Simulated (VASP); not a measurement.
The system is Y3NbO2.

```xyz
6
Lattice="3.6079 0.0000 0.0000 0.0000 3.6079 0.0000 0.0000 0.0000 7.9483" Properties=species:S:1:pos:R:3 pbc="T T T"
Y     1.8040    1.8040    0.0000
Y     0.0000    1.8040    3.0094
Y     1.8040    0.0000    4.9389
Nb    0.0000    0.0000    0.0000
O     0.0000    1.8040    5.8628
O     1.8040    0.0000    2.0855
```

The cell was built from a structure type or drawn by symmetry, and may not be a known phase.

* Program: VASP 6.6.1
* Task: relaxation of cell and atoms
* Functional: PBE
* Potentials or basis: VASP PAW PBE potentials, release 64 (Y_sv, Nb_sv, O)
* Cutoff: 600 eV
* k mesh: 6 × 6 × 2
* Occupations: gaussian, width 0.1 eV
* Spin: no spin polarisation

At the start: pressure 4.8 GPa; volume 17.24 Å³/atom.

**Question.** Where does the relaxation end?

**Answer.** Over 32 steps the energy falls by 238.5 meV/atom and the volume is 19.41 Å³/atom (+12.6 %); space group P-4m2 (No. 115, to 0.1 Å) before and after.

Step by step:
| step | energy change (eV) | largest force (eV/Å) | pressure (GPa) | volume (Å³) |
| --- | --- | --- | --- | --- |
| 1 | 0.0000 | 2.2533 | 4.84 | 103.46 |
| 2 | -0.6478 | 0.4686 | -2.23 | 111.18 |
| 3 | -0.6570 | 0.3140 | -3.02 | 112.52 |
| 4 | -0.6570 | 0.3091 | -2.86 | 112.25 |
| 5 | -0.7277 | 0.2622 | 0.24 | 107.55 |
| 6 | -0.7279 | 0.2593 | 0.38 | 107.35 |
| 7 | -0.7422 | 0.3276 | 0.38 | 107.47 |
| 8 | -0.7884 | 0.5012 | 0.49 | 107.81 |
| 9 | -0.8511 | 0.5267 | 0.65 | 108.33 |
| 10 | -0.8507 | 0.4889 | 0.70 | 108.46 |
| 11 | -0.8552 | 0.4782 | 0.64 | 108.58 |
| 12 | -0.8658 | 0.4513 | 0.46 | 108.93 |
| 13 | -0.8733 | 0.4135 | 0.17 | 109.62 |
| 14 | -0.8887 | 0.3387 | 0.12 | 109.67 |
| 15 | -0.9283 | 0.2329 | 0.04 | 109.84 |
| 16 | -0.9787 | 0.3001 | -0.01 | 110.13 |
| 17 | -0.9493 | 1.1899 | 0.27 | 110.56 |
| 18 | -0.9890 | 0.5973 | 0.03 | 110.30 |
| 19 | -1.0162 | 0.6505 | 0.11 | 110.41 |
| 20 | -1.1042 | 0.7570 | 0.49 | 110.70 |
| 21 | -1.2669 | 0.7740 | 1.72 | 111.04 |
| 22 | -1.1337 | 0.3981 | 5.87 | 110.81 |
| 23 | -1.3264 | 0.6413 | 2.81 | 111.10 |
| 24 | -1.3597 | 0.5338 | 2.06 | 112.32 |
| 25 | -1.4011 | 0.3104 | 0.52 | 115.04 |
| 26 | -1.4056 | 0.2259 | -0.08 | 116.20 |
| 27 | -1.4165 | 0.1632 | -0.02 | 116.14 |
| 28 | -1.4293 | 0.0728 | 0.17 | 115.93 |
| 29 | -1.4297 | 0.0705 | 0.06 | 116.11 |
| 30 | -1.4302 | 0.0644 | -0.21 | 116.59 |
| 31 | -1.4306 | 0.0478 | -0.14 | 116.55 |
| 32 | -1.4309 | 0.0147 | 0.03 | 116.47 |

Final structure:
```yaml
crystal:
  lattice:
    - [3.79673, 0.00000, 0.00000]
    - [0.00000, 3.79673, 0.00000]
    - [0.00000, 0.00000, 8.07944]
  atoms:
    - { symbol: Y, position: [0.50000, 0.50000, 0.00000] }
    - { symbol: Y, position: [0.00000, 0.50000, 0.34925] }
    - { symbol: Y, position: [0.50000, 0.00000, 0.65075] }
    - { symbol: Nb, position: [0.00000, 0.00000, 0.00000] }
    - { symbol: O, position: [0.00000, 0.50000, 0.81009] }
    - { symbol: O, position: [0.50000, 0.00000, 0.18991] }
```

Caveat: the k points lie up to 0.39 Å⁻¹ apart in the final cell, too coarse for converged energies and pressures of a metal.
